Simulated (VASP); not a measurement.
Input of a VASP 6.6.1 run:

The input INCAR:

```
SYSTEM = BAs
  PREC = Accurate
  ENCUT = 520
  EDIFF = 1E-8
  ISMEAR = -1
  SIGMA = 0.05
  LREAL = .FALSE.
  LASPH = .TRUE.
  NELM = 100
  ALGO = Normal
  ISIF = 2
  LWAVE = .FALSE.
  LCHARG = .FALSE.
  LEFG = .TRUE.
  NBANDS = 11
```

Contents of KPOINTS:

```
Automatic mesh
0
G
  13 13 13
  0 0 0
```

POSCAR

```
BAs
1.0
    0.0000000000      2.4353452264      2.4353452264
    2.4353452264      0.0000000000      2.4353452264
    2.4353452264      2.4353452264      0.0000000000
B As
1 1
Direct
    0.0000000000      0.0000000000      0.0000000000
    0.7500000000      0.7500000000      0.7500000000
```

Potentials or basis: VASP PAW LDA potentials, release 64 (B, As).

The run is started by

```console
$ cat potpaw_LDA.64/B/POTCAR potpaw_LDA.64/As/POTCAR > POTCAR
$ mpirun -np 1 vasp_std > vasp.out
```

(1) Predict the pressure.

(2) What does it give for the band gap on the k mesh?

Answers

(1) -10.0 GPa.

(2) 1.18 eV (least direct gap 3.18 eV).

Caveat: the cell stands under tension; an odd mesh through Γ misses points on the zone boundary, where band edges can lie.
